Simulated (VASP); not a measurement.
A run of VASP 6.6.1:

POSCAR

```
V
1.0
   -1.5130000000      1.5130000000      1.5130000000
    1.5130000000     -1.5130000000      1.5130000000
    1.5130000000      1.5130000000     -1.5130000000
V
1
Direct
    0.0000000000      0.0000000000      0.0000000000
```

The input INCAR.step1:

```
SYSTEM = V
PREC     = Accurate       ! precision mode
ENCUT    = 520            ! plane-wave cutoff, eV
ISMEAR   = -1             ! smearing method
SIGMA    = 0.1            ! smearing width, eV
LREAL    = .FALSE.        ! projectors in reciprocal space
LASPH    = .TRUE.         ! aspherical terms in the spheres
NELM     = 150            ! most SCF steps
ISPIN    = 2              ! spin polarisation
MAGMOM   = 0.9            ! initial moments
NUPDOWN  = 0.9            ! fixed moment
LMAXMIX  = 4              ! l up to which the mixer works
NBANDS   = 16             ! bands
GGA      = PE             ! functional
ALGO     = Normal         ! electronic algorithm
EDIFF    = 1E-4           ! SCF threshold, eV
LWAVE    = .TRUE.         ! write WAVECAR
LCHARG   = .FALSE.        ! write CHGCAR
```

INCAR.step2

```
SYSTEM = V
PREC     = Accurate       ! precision mode
ENCUT    = 520            ! plane-wave cutoff, eV
EDIFF    = 1E-6           ! SCF threshold, eV
ISMEAR   = -1             ! smearing method
SIGMA    = 0.1            ! smearing width, eV
LREAL    = .FALSE.        ! projectors in reciprocal space
LASPH    = .TRUE.         ! aspherical terms in the spheres
NELM     = 150            ! most SCF steps
ALGO     = Normal         ! electronic algorithm
ISIF     = 2              ! what is computed and relaxed
LWAVE    = .FALSE.        ! write WAVECAR
LCHARG   = .TRUE.         ! write CHGCAR
ISPIN    = 2              ! spin polarisation
MAGMOM   = 0.9            ! initial moments
LORBIT   = 11             ! projections on sites
NUPDOWN  = 0.9            ! fixed moment
LMAXMIX  = 4              ! l up to which the mixer works
METAGGA  = R2SCAN         ! meta-GGA
LMIXTAU  = .TRUE.       
LELF     = .TRUE.         ! ELF
LVHAR    = .TRUE.       
NBANDS   = 16             ! bands
ISTART   = 1
```

File KPOINTS:

```
regular mesh
0
G
  12 12 12
  0 0 0
```

Potentials or basis: VASP PAW PBE potentials, release 64 (V_sv).

The run is started by

```bash
$ cat potpaw_PBE.64/V_sv/POTCAR > POTCAR
$ cp INCAR.step1 INCAR
$ mpirun -np 1 vasp_std > vasp.out
$ cp INCAR.step2 INCAR
$ mpirun -np 1 vasp_std > vasp.out
```

Hardware: 1 thread of Intel Xeon 8259CL, on a shared host.

Task: Estimate the wall time of this run.

Result: It took 2.8 min on 1 thread of Intel Xeon 8259CL, on a shared host, peak memory 0.15 GiB. Counts: k points 72.
